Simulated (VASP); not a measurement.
Wanted: the native input for a VASP 6.6.1 run.

```
Task                   : single point
Functional             : PBE
Potentials or basis    : VASP PAW PBE potentials, release 64 (Pd)
Cutoff                 : 520 eV
k mesh                 : 24 × 24 × 24
Occupations            : methfessel-paxton, width 0.1 eV
Spin                   : no spin polarisation
Dipole correction      : no
Further INCAR settings : ALGO = Normal; EDIFF = 1e-06; NBANDS = 11
```

The structure of Pd lies in POSCAR:

```
Pd
1.0
    0.0000000000      1.9710581803      1.9710581803
    1.9710581803      0.0000000000      1.9710581803
    1.9710581803      1.9710581803      0.0000000000
Pd
1
Direct
    0.0000000000      0.0000000000      0.0000000000
```

The input as run:

INCAR

```
PREC     = Accurate       # precision mode
ENCUT    = 520            # plane-wave cutoff, eV
EDIFF    = 1E-6           # SCF threshold, eV
ISMEAR   = 1              # smearing method
SIGMA    = 0.1            # smearing width, eV
LREAL    = F              # projectors in reciprocal space
LASPH    = T              # aspherical terms in the spheres
NELM     = 100            # most SCF steps
ALGO     = Normal         # electronic algorithm
ISIF     = 2              # what is computed and relaxed
LWAVE    = F              # write WAVECAR
LCHARG   = F              # write CHGCAR
GGA      = PE             # functional
NBANDS   = 11             # bands
```

KPOINTS

```
regular mesh
0
Gamma
  24 24 24
```

Potentials or basis: VASP PAW PBE potentials, release 64 (Pd).

The run is started by

```bash
$ cat potpaw_PBE.64/Pd/POTCAR > POTCAR
$ mpirun -np 1 vasp_std > vasp.out
```

It gave:

```
Pressure               : -0.3 GPa
Band gap on the k mesh : zero (bands 5 and 6 overlap by 1.49 eV)
```

Run time: 37 s on 1 thread of Intel(R) Xeon(R) Platinum 8259CL CPU @ 2.50GHz (Skylake/Cascade Lake), with other jobs on the host, peak memory 0.19 GiB.
